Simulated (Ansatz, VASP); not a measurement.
**One calculation of SnO2, two programs**

```
Sn O
1.0
     4.82770    0.00000    0.00000
     0.00000    4.82770    0.00000
     0.00000    0.00000    3.23799
Sn O
2 4
Direct
  0.00000 0.00000 0.00000
  0.50000 0.50000 0.50000
  0.35238 0.35238 0.00000
  0.23917 0.85238 0.50000
  0.73917 0.73917 0.00000
  0.85238 0.23917 0.50000
```

Change from the starting cell: all O atoms moved +0.312 Å, as atom 3 towards its neighbour atom 5 (O) at 2.641 Å.

Alike in both runs: task single point; functional PBE; k mesh 6 × 6 × 8; occupations gaussian, width 0.05 eV; no spin polarisation.

```csv
,VASP,Ansatz
version,VASP 6.6.1,Ansatz 0.2.0
potentials or method,"VASP PAW PBE potentials, release 64 (Sn_d, O), cutoff 520 eV","scalar-relativistic, plane waves, PAW"
valence electrons in the cell,52,52
```

Ansatz gave:

* gap on the k mesh at the Fermi level (eV): 0.83
* least direct gap on the mesh (eV): 0.83
* pressure (GPa): 10.0
* traceless stress, the component that is largest in VASP (GPa): 13.77
* rms of the force components (eV/Å): 2.594

Which values does VASP return?

gap on the k mesh at the Fermi level (eV): 0.81; least direct gap on the mesh (eV): 0.81; pressure (GPa): 10.3; traceless stress, the component that is largest in VASP (GPa): 13.36; rms of the force components (eV/Å): 2.588.

Atom by atom the forces differ by 0.028 eV/Å (rms over components).
